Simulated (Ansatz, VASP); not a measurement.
Pt: VASP beside Ansatz

The input INCAR:

```
SYSTEM = Pt
PREC     = Accurate       ! precision mode
ENCUT    = 520            ! plane-wave cutoff, eV
EDIFF    = 1E-7           ! SCF threshold, eV
ISMEAR   = 0              ! smearing method
SIGMA    = 0.1            ! smearing width, eV
LREAL    = .FALSE.        ! projectors in reciprocal space
LASPH    = .TRUE.         ! aspherical terms in the spheres
NELM     = 60             ! most SCF steps
ALGO     = Fast           ! electronic algorithm
ISIF     = 2              ! what is computed and relaxed
LWAVE    = .FALSE.        ! write WAVECAR
LCHARG   = .FALSE.        ! write CHGCAR
GGA      = PS             ! functional
NBANDS   = 50             ! bands
```

KPOINTS

```
Automatic mesh
0
G
  4 4 4
  0 0 0
```

File POSCAR:

```
Pt
1.0
    5.0426246766      0.0000000000      0.0000000000
    0.0000000000      5.0426246766      0.0000000000
    0.0000000000      0.0000000000      5.0426246766
Pt
8
Direct
    0.5000000000      0.5000000000      0.5000000000
    0.0000000000      0.0000000000      0.0000000000
    0.2500000000      0.0000000000      0.5000000000
    0.5000000000      0.2500000000      0.0000000000
    0.5000000000      0.7500000000      0.0000000000
    0.7500000000      0.0000000000      0.5000000000
    0.0000000000      0.5000000000      0.7500000000
    0.0000000000      0.5000000000      0.2500000000
```

Input for Ansatz:

```yaml
crystal:
  lattice:
    - [5.0426246766, 0.0, 0.0]
    - [0.0, 5.0426246766, 0.0]
    - [0.0, 0.0, 5.0426246766]
  atoms:
    - { symbol: Pt, position: [0.5, 0.5, 0.5] }
    - { symbol: Pt, position: [0.0, 0.0, 0.0] }
    - { symbol: Pt, position: [0.25, 0.0, 0.5] }
    - { symbol: Pt, position: [0.5, 0.25, 0.0] }
    - { symbol: Pt, position: [0.5, 0.75, 0.0] }
    - { symbol: Pt, position: [0.75, 0.0, 0.5] }
    - { symbol: Pt, position: [0.0, 0.5, 0.75] }
    - { symbol: Pt, position: [0.0, 0.5, 0.25] }
basis:
  ecutwfc: 420
kpoints:
  mp_grid: { grid: [4, 4, 4] }
hamiltonian:
  xc: pbesol
scf:
  occupations: { method: gaussian, width: 0.1 }
  lower_state_search: "off"
output:
  forces: true
  stress: true
  eigenvalues: true
```

Alike in both runs: task single point; functional PBEsol; k mesh 4 × 4 × 4; occupations gaussian, width 0.1 eV; no spin polarisation.

|  | VASP | Ansatz |
| --- | --- | --- |
| version | VASP 6.6.1 | Ansatz 0.2.0 |
| potentials or method | VASP PAW PBE potentials, release 64 (Pt), cutoff 520 eV | scalar-relativistic, plane waves, PAW |
| valence electrons in the cell | 80 | 144 |

```csv
,VASP,Ansatz,Ansatz less VASP
gap on the k mesh at the Fermi level (eV),none,none,-
pressure (GPa),-7.2,-6.8,+0.38
```

VASP's potentials were made for PBE, not for PBEsol. A gap of «none» marks a metal or a gap that the smearing closes. The functional is the same, so the differences come from potentials, cutoffs and numerics. VASP's potentials hold 80 valence electrons a cell and Ansatz's 144, so a difference there can come from the potentials and not from the codes.

Neither program's run includes spin-orbit coupling.
